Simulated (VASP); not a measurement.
# Zr (Fd-3m) in VASP: relaxation of cell and atoms with PBE

Aim: the relaxation of cell and atoms of Zr with PBE.

Program: VASP 6.6.1. These are calculated values, not measurements. Logs are shortened: lines on timing, memory, paths and dates and some standing lists are left out, and cuts for length are marked.

## 1. The cell of the first run

It takes space group Fd-3m (No. 227, cubic). The conventional cell has a = 5.221 Å, b = 5.221 Å, c = 5.221 Å, α = 90.00°, β = 90.00°, γ = 90.00°. Zr (site symmetry -43m) has 4 Zr at 2.26 Å within 3.0 Å.

This isn't the form of Zr at room conditions, which is hcp.

## 2. Relaxation of cell and atoms, PBE, target pressure 64 GPa, at which the enthalpy is minimised

Contents of INCAR:

```
SYSTEM = Zr
PREC     = Accurate       ! precision mode
ENCUT    = 600            ! plane-wave cutoff, eV
EDIFF    = 1E-7           ! SCF threshold, eV
ISMEAR   = -1             ! smearing method
SIGMA    = 0.05           ! smearing width, eV
LREAL    = .False.        ! projectors in reciprocal space
LASPH    = .True.         ! aspherical terms in the spheres
NELM     = 100            ! most SCF steps
ALGO     = Normal         ! electronic algorithm
ISIF     = 3              ! what is computed and relaxed
LWAVE    = .False.        ! write WAVECAR
LCHARG   = .False.        ! write CHGCAR
GGA      = PE             ! functional
IBRION   = 2              ! ionic algorithm
NSW      = 60             ! ionic steps
EDIFFG   = -0.005         ! ionic threshold
PSTRESS  = 640.0
```

Contents of KPOINTS:

```
regular mesh
0
Gamma
  12 12 12
  0 0 0
```

Contents of POSCAR:

```
Zr
1.0
    0.0000000000      2.6105785198      2.6105785198
    2.6105785198      0.0000000000      2.6105785198
    2.6105785198      2.6105785198      0.0000000000
Zr
2
Direct
   -0.1250000000     -0.1250000000     -0.1250000000
    0.1250000000      0.1250000000      0.1250000000
```

Potentials or basis: VASP PAW PBE potentials, release 64 (Zr_sv).

On the command line:

```console
cat potpaw_PBE.64/Zr_sv/POTCAR > POTCAR
mpirun -np 1 vasp_std > vasp.out
```

OUTCAR:

```text
SYSTEM = Zr
   PREC = Accurate
   ENCUT = 600
   EDIFF = 1E-7
   ISMEAR = -1
   LREAL = .False.
   LASPH = .True.
   NELM = 100
   ISIF = 3
   GGA = PE
   IBRION = 2
   NSW = 60
   EDIFFG = -0.005
   PSTRESS = 640.0

 ion  position               nearest neighbor table
   1  0.875  0.875  0.875-   2 2.26   2 2.26   2 2.26   2 2.26
   2  0.125  0.125  0.125-   1 2.26   1 2.26   1 2.26   1 2.26

  LATTYP: Found a face centered cubic cell.
 ALAT       =     5.2211570396

  Lattice vectors:

 A1 = (   0.0000000000,   2.6105785198,   2.6105785198)
 A2 = (   2.6105785198,   0.0000000000,   2.6105785198)
 A3 = (   2.6105785198,   2.6105785198,   0.0000000000)

Analysis of symmetry for initial positions (statically):
=====================================================================
 Subroutine PRICEL returns:
 Original cell was already a primitive cell.

 Routine SETGRP: Setting up the symmetry group for a
 face centered cubic supercell.

 Subroutine GETGRP returns: Found 48 space group operations
 (whereof 12 operations were pure point group operations)
 out of a pool of 48 trial point group operations.

The static configuration has the point symmetry D_3d.
 The point group associated with its full space group is O_h .

Analysis of symmetry for dynamics (positions and initial velocities):
=====================================================================
 Subroutine PRICEL returns:
 Original cell was already a primitive cell.

 Routine SETGRP: Setting up the symmetry group for a
 face centered cubic supercell.

 Subroutine GETGRP returns: Found 48 space group operations
 (whereof 12 operations were pure point group operations)
 out of a pool of 48 trial point group operations.

The dynamic configuration has the point symmetry D_3d.
 The point group associated with its full space group is O_h .

 Subroutine INISYM returns: Found 48 space group operations
 (whereof 12 operations are pure point group operations),
 and found     1 'primitive' translations

----------------------------------------------------------------------------------------

                                     Primitive cell

  volume of cell :      35.5828

  direct lattice vectors                    reciprocal lattice vectors
     0.000000000  2.610578520  2.610578520    -0.191528428  0.191528428  0.191528428
     2.610578520  0.000000000  2.610578520     0.191528428 -0.191528428  0.191528428
     2.610578520  2.610578520  0.000000000     0.191528428  0.191528428 -0.191528428

  length of vectors
     3.691915548  3.691915548  3.691915548     0.331736968  0.331736968  0.331736968

  position of ions in fractional coordinates (direct lattice)
     0.875000000  0.875000000  0.875000000
     0.125000000  0.125000000  0.125000000

  ion indices of the primitive-cell ions
   primitive index   ion index
                 1           1
                 2           2

----------------------------------------------------------------------------------------

 KPOINTS: regular mesh

Automatic generation of k-mesh.
 Grid dimensions read from file:
 generate k-points for:   12   12   12

 Generating k-lattice:

  Cartesian coordinates                     Fractional coordinates (reciprocal lattice)
    -0.015960702  0.015960702  0.015960702     0.083333333  0.000000000  0.000000000
     0.015960702 -0.015960702  0.015960702     0.000000000  0.083333333  0.000000000
     0.015960702  0.015960702 -0.015960702     0.000000000  0.000000000  0.083333333

  Length of vectors
     0.027644747  0.027644747  0.027644747

  Shift w.r.t. Gamma in fractional coordinates (k-lattice)
     0.000000000  0.000000000  0.000000000

 Subroutine IBZKPT returns following result:
 ===========================================

 Found     72 irreducible k-points:

 Following reciprocal coordinates:
            Coordinates               Weight
  0.000000  0.000000  0.000000      1.000000
  0.083333  0.000000  0.000000      8.000000
  0.166667  0.000000  0.000000      8.000000
  0.250000  0.000000  0.000000      8.000000
  0.333333  0.000000  0.000000      8.000000
  0.416667  0.000000  0.000000      8.000000
[... 16 lines left out ...]
  0.500000  0.166667  0.000000     24.000000
 -0.416667  0.166667  0.000000     24.000000
 [... further k-points ...]
   k-points           NKPTS =     72   k-points in BZ     NKDIM =     72   number of bands    NBANDS=     16
   number of dos      NEDOS =    301   number of ions     NIONS =      2
   total plane-waves  NPLWV =  27000
   dimension x,y,z NGX =    30 NGY =   30 NGZ =   30
   dimension x,y,z NGXF=    60 NGYF=   60 NGZF=   60
   ions per type =               2
   NGX,Y,Z   is equivalent  to a cutoff of  13.51, 13.51, 13.51 a.u.
   NGXF,Y,Z  is equivalent  to a cutoff of  27.02, 27.02, 27.02 a.u.
 SYSTEM =  Zr
   PREC   = accura    normal or accurate (medium, high low for compatibility)
   ISTART =      0    job   : 0-new  1-cont  2-samecut
   ICHARG =      2    charge: 1-file 2-atom 10-const
   ISPIN  =      1    spin polarized calculation?
   LNONCOLLINEAR =      F non collinear calculations
   LSORBIT =      F    spin-orbit coupling
   LASPH  =      T    aspherical Exc in radial PAW
   ENCUT  =  600.0 eV  44.10 Ry    6.64 a.u.   7.37  7.37  7.37*2*pi/ulx,y,z
   NELM   =    100;   NELMIN=  2; NELMDL= -5     # of ELM steps
   EDIFF  = 0.1E-06   stopping-criterion for ELM
   LREAL  =      F    real-space projection
   EDIFFG = -.5E-02   stopping-criterion for IOM
   NSW    =     60    number of steps for IOM
   IBRION =      2    ionic relax: 0-MD 1-quasi-New 2-CG
   NFREE  =      1    steps in history (QN), initial steepest desc. (CG)
   ISIF   =      3    stress and relaxation
   ISYM   =      2    0-nonsym 1-usesym 2-fastsym
   POTIM  = 0.5000    time-step for ionic-motion
   TEBEG  =    0.0;   TEEND  =   0.0 temperature during run
   PSTRESS=  640.0 pullay stress
   NELECT =      24.0000    total number of electrons
   NUPDOWN=      -1.0000    fix difference up-down
   EMIN   =  10.00;   EMAX   =-10.00  energy-range for DOS
   EFERMI =   0.00;   METHOD = LEGACY
   ISMEAR =    -1;   SIGMA  =   0.05  broadening in eV -4-tet -1-fermi 0-gaus
   EFERMI_NEDOS =   21; number of points for ismear=-14 and -15
   IALGO  =     38    algorithm
   IMIX   =      4    mixing-type and parameters
     AMIX     =   0.40;   BMIX     =  1.00
     AMIX_MAG =   1.60;   BMIX_MAG =  1.00
  volume/ion in A,a.u.               =      17.79       120.06
  Fermi-wavevector in a.u.,A,eV,Ry     =   1.435705  2.713089 28.044985  2.061248
  Thomas-Fermi vector in A             =   2.554974
   LORBIT       =      0    0 simple, 1 ext, 2 COOP (PROOUT), +10 PAW based schemes
   GGA     = PE    functional components
   LHFCALC =     F    Hartree Fock is set to
   AEXX    =    0.0000 exact exchange contribution
   IVDW    =     0    specifies the selected vdW correction
   LEPSILON=     F    determine dielectric tensor
   LRPA    =     F    only Hartree local field effects (RPA)
 conjugate gradient relaxation of ions
 non-spin polarized calculation
  energy-cutoff  :      600.00
  volume of cell :       35.58
 maximum number of plane-waves:      1243
 NGX is ok and might be reduce to    30
   NGX = 15   NGY = 15   NGZ = 15

--------------------------------------- Ionic step        1  -------------------------------------------

 number of electron      24.0000000 magnetization

 Free energy of the ion-electron system (eV)
  ---------------------------------------------------
  ext. energy  EPLUGINS =         0.00000000
  ---------------------------------------------------
  free energy    TOTEN  =        -9.31569948 eV

  energy without entropy =       -9.29002281  energy(sigma->0) =       -9.30286115

------------------------ aborting loop because EDIFF is reached ----------------------------------------

  FORCE on cell =-STRESS in cart. coord.  units (eV):
  Direction    XX          YY          ZZ          XY          YZ          ZX
  --------------------------------------------------------------------------------------
  -------------------------------------------------------------------------------------
  Total       13.5893742     13.5893742     13.5893742      0.0000000     -0.0000000     -0.0000000
  in kB      611.8849369    611.8849369    611.8849369      0.0000000     -0.0000000     -0.0000000
  external PRESSURE =     -28.1150631 kB  Pullay stress =     640.0000000 kB
[... 61 lines left out ...]
  enthalpy is  TOTEN    =         4.9359007116 eV   P V=       13.5811620178

--------------------------------------- Ionic step        3  -------------------------------------------

 number of electron      23.9999999 magnetization

 Free energy of the ion-electron system (eV)
  ---------------------------------------------------
  ext. energy  EPLUGINS =         0.00000000
  ---------------------------------------------------
  free energy    TOTEN  =        -9.18033865 eV

  energy without entropy =       -9.15460368  energy(sigma->0) =       -9.16747117

 E-fermi :  12.1816     XC(G=0): -12.0825

 val. band max:       12.1801930651   @ k =  -0.4167   0.4167   0.0000
 cond. band min:      12.1815753690   @ k =  -0.0833   0.0833   0.0000
 fundamental gap:      0.0013823039
 Fermi energy:        12.1815742753

 k-point     1 :       0.0000    0.0000    0.0000
  band No.  band energies     occupation
      1     -37.9114      2.00000
      2     -34.8208      2.00000
      3     -16.4381      2.00000
      4     -16.4381      2.00000
      5     -16.4381      2.00000
      6     -13.2879      2.00000
[... 8 lines left out ...]
     15      16.1234      0.00000
     16      16.1234      0.00000
[... 420 lines left out ...]
  band No.  band energies     occupation
      1     -37.1148      2.00000
      2     -35.8428      2.00000
      3     -17.2758      2.00000
      4     -16.9641      2.00000
      5     -15.9260      2.00000
      6     -13.3688      2.00000
[... 8 lines left out ...]
     15      15.3593      0.00000
     16      16.5280      0.00000

 [... further k-points ...]

------------------------ aborting loop because EDIFF is reached ----------------------------------------

  FORCE on cell =-STRESS in cart. coord.  units (eV):
  Direction    XX          YY          ZZ          XY          YZ          ZX
  --------------------------------------------------------------------------------------
  -------------------------------------------------------------------------------------
  Total       14.0660334     14.0660334     14.0660334      0.0000000     -0.0000000      0.0000000
  in kB      639.5783253    639.5783253    639.5783253      0.0000000     -0.0000000      0.0000000
  external PRESSURE =      -0.4216747 kB  Pullay stress =     640.0000000 kB
[... 17 lines left out ...]
  FREE ENERGIE OF THE ION-ELECTRON SYSTEM (eV)
  ---------------------------------------------------
  free  energy   TOTEN  =        -9.1803386535 eV

  energy  without entropy=       -9.1546036769  energy(sigma->0) =       -9.16747117

  enthalpy is  TOTEN    =         4.8949685198 eV   P V=       14.0753071733

 reached required accuracy - stopping structural energy minimisation
```

It took 2.2 min on 1 thread of Intel Xeon Platinum 8259CL at 2.50GHz (Skylake/Cascade Lake), shared host; peak memory 0.2 GiB.

Results:

- Free energy: -9.1803 eV
- Relaxed volume: 17.62 Å³/atom
- Relaxed cell: a = 3.680 Å, b = 3.680 Å, c = 3.680 Å, α = 60.00°, β = 60.00°, γ = 60.00°
- Space group after relaxing (to 0.1 Å): Fd-3m (No. 227)
- Energy change on relaxing (the run minimises the enthalpy): +67.7 meV/atom
- Ionic steps: 3
- Pressure after relaxing: 64.0 GPa
- Band gap on the k mesh: zero (bands 12 and 13 overlap by 2.36 eV)

Step by step:
```tsv
step	energy change (eV)	largest force (eV/Å)	pressure (GPa)	volume (Å³)
1	0.0000	0.0000	61.19	35.58
2	0.6704	0.0000	74.96	34.00
3	0.1354	0.0000	63.96	35.24
```

Final structure:
```xyz
2
Lattice="0.0000 2.6021 2.6021 2.6021 0.0000 2.6021 2.6021 2.6021 0.0000" Properties=species:S:1:pos:R:3 pbc="T T T"
Zr    4.5536    4.5536    4.5536
Zr    0.6505    0.6505    0.6505
```

Caveat: the cell is relaxed towards a set pressure, so the run minimises the enthalpy, not the energy.
